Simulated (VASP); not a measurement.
Runs of VASP 6.6.1 on KI. The structure is that of space group Fm-3m (No. 225), or close to it. The cells are those of the table. 

```tsv
cell	gap on the mesh (eV)	pressure (GPa)
a = 5.107, b = 5.107, c = 5.141 Å, angles 59.8, 59.8, 60.4°, 2 atoms	3.80	(b)
a = 5.073 Å, angles 60.0°, 2 atoms	3.86	0.1
a = 5.006, b = 5.006, c = 4.938 Å, angles 60.4, 60.4, 59.1°, 2 atoms	3.98	0.8
a = 5.040, b = 5.040, c = 5.006 Å, angles 60.2, 60.2, 59.6°, 2 atoms	(a)	0.4
a = 4.973, b = 4.973, c = 4.870 Å, angles 60.7, 60.7, 58.6°, 2 atoms	(c)	1.2
```

Alike in all rows: task single point; level PBE; potentials or basis VASP PAW PBE potentials, release 64 (K_sv, I); no spin polarisation; k mesh 6 × 6 × 6; cutoff (eV) 520; smearing gaussian 0.05 eV.

Estimate the missing entries.

(a) 3.92; (b) -0.2; (c) 4.04.

Caveats: spin-orbit coupling is left out, which moves the levels of the heavy elements.

A k mesh can miss the band edges, and the runs leave out spin-orbit coupling on I.
